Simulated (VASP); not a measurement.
TaN, 4 atoms in the cell. The typed cell holds 4 atoms: a = 3.048 Å, b = 3.022 Å, c = 4.918 Å, α = 89.57°, β = 88.85°, γ = 119.13°.  This cell differs from its parent crystal: equal xy, yz and zx shear strains of +2 %.

| Item | Value |
| --- | --- |
| Program | VASP 6.6.1 |
| Task | electric field gradients |
| Functional | PBEsol |
| Potentials or basis | VASP PAW PBE potentials, release 64 (Ta_pv, N) |
| Cutoff | 520 eV |
| k mesh | 9 × 9 × 5 |
| Occupations | fermi-dirac, width 0.01 eV |
| Spin | no spin polarisation |
| Dipole correction | no |
| Further INCAR settings | ALGO = Normal; EDIFF = 1e-08; NBANDS = 24 |

Potentials or basis: VASP PAW PBE potentials, release 64 (Ta_pv, N).

Run with:

```console
$ cat potpaw_PBE.64/Ta_pv/POTCAR potpaw_PBE.64/N/POTCAR > POTCAR
$ mpirun -np 1 vasp_std > vasp.out
```

Hardware: 1 thread of AMD EPYC 7R43 64-Core Processor (Zen 3), on a shared host.

Problem. How long does it take, and how much memory?

Solution. It took 4.9 min on 1 thread of AMD EPYC 7R43 64-Core Processor (Zen 3), on a shared host, peak memory 0.25 GiB. Counts: scf iterations 16, k points 203.
